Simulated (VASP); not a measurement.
**NiO: single point with PBEsol+U**

Crystal: NiO.

```
Ni O
1.0
     0.00000    2.09131    2.09131
     2.09131    0.00000    2.09131
     4.18262    4.18262    0.00000
Ni O
2 2
Direct
  0.00000 0.00000 0.00000
  0.00000 0.00000 0.50000
  0.50000 0.50000 0.25000
  0.50000 0.50000 0.75000
```

* Program: VASP 6.6.1
* Task: single point
* Functional: PBEsol
* Potentials or basis: VASP PAW PBE potentials, release 64 (Ni, O)
* Cutoff: 520 eV
* k mesh: 8 × 8 × 8
* Occupations: gaussian, width 0.05 eV
* Spin: collinear spin, antiferromagnetic start
* Starting moments: [1.74, -1.74, 0.0, 0.0] μB
* Hubbard terms: Ni d U = 4.0 eV

```yaml
Pressure: -9.2 GPa
Band_gap_on_the_k_mesh: 2.57 eV
Net_moment: 0.00 μB per cell
Site_moments: Ni +1.62, -1.62; O +0.00 μB
Valence_electrons_inside_the_program's_atomic_spheres: Ni 9.01; O 4.97
```

Stress tensor (GPa, compression positive):
```
-9.18 -0.12  0.12
-0.12 -9.18  0.12
 0.12  0.12 -9.18
```

Levels at points of the mesh, in eV from the valence-band top:
Spin up:
```csv
k point,band 12,band 13,band 14,band 15,band 16,band 17,band 18,band 19,band 20,band 21
"(0.00, 0.00, 0.00)",-1.18,-1.18,-1.17,-0.83,-0.83,3.03,3.40,3.40,6.93,11.50
"(0.50, 0.00, 0.00)",-1.89,-1.65,-1.07,-0.68,-0.51,3.53,3.67,6.93,7.56,11.50
"(0.00, 0.00, 0.50)",-1.42,-1.42,-1.32,0.00,0.00,3.14,3.14,5.72,5.84,13.13
"(0.50, 0.00, 0.50)",-1.72,-1.21,-1.02,-0.98,-0.51,3.17,3.20,8.81,9.04,11.01
```
Spin down:
| k point | band 12 | band 13 | band 14 | band 15 | band 16 | band 17 | band 18 | band 19 | band 20 | band 21 |
| --- | --- | --- | --- | --- | --- | --- | --- | --- | --- | --- |
| (0.00, 0.00, 0.00) | -1.18 | -1.18 | -1.17 | -0.83 | -0.83 | 3.03 | 3.40 | 3.40 | 6.93 | 11.50 |
| (0.50, 0.00, 0.00) | -1.89 | -1.65 | -1.07 | -0.68 | -0.51 | 3.53 | 3.67 | 6.93 | 7.56 | 11.50 |
| (0.00, 0.00, 0.50) | -1.42 | -1.42 | -1.32 | 0.00 | 0.00 | 3.14 | 3.14 | 5.72 | 5.84 | 13.13 |
| (0.50, 0.00, 0.50) | -1.72 | -1.21 | -1.02 | -0.98 | -0.51 | 3.17 | 3.20 | 8.81 | 9.04 | 11.01 |

Eigenvalues of the final occupation matrices:
| site | spin | trace | eigenvalues |
| --- | --- | --- | --- |
| site 1 d | 1 | 4.96 | 0.98 0.98 0.98 1.01 1.01 |
| site 1 d | 2 | 3.32 | 0.20 0.20 0.97 0.97 0.97 |
| site 2 d | 1 | 3.32 | 0.20 0.20 0.97 0.97 0.97 |
| site 2 d | 2 | 4.96 | 0.98 0.98 0.98 1.01 1.01 |

Run time: 2.6 min on 1 thread of AMD EPYC 9R14 (Zen 4), with other jobs on the host, peak memory 0.22 GiB.

Caveat: the cell stands under tension; the PAW data sets were made with another functional, which shifts forces and pressure a little. A k mesh can miss the band edges.
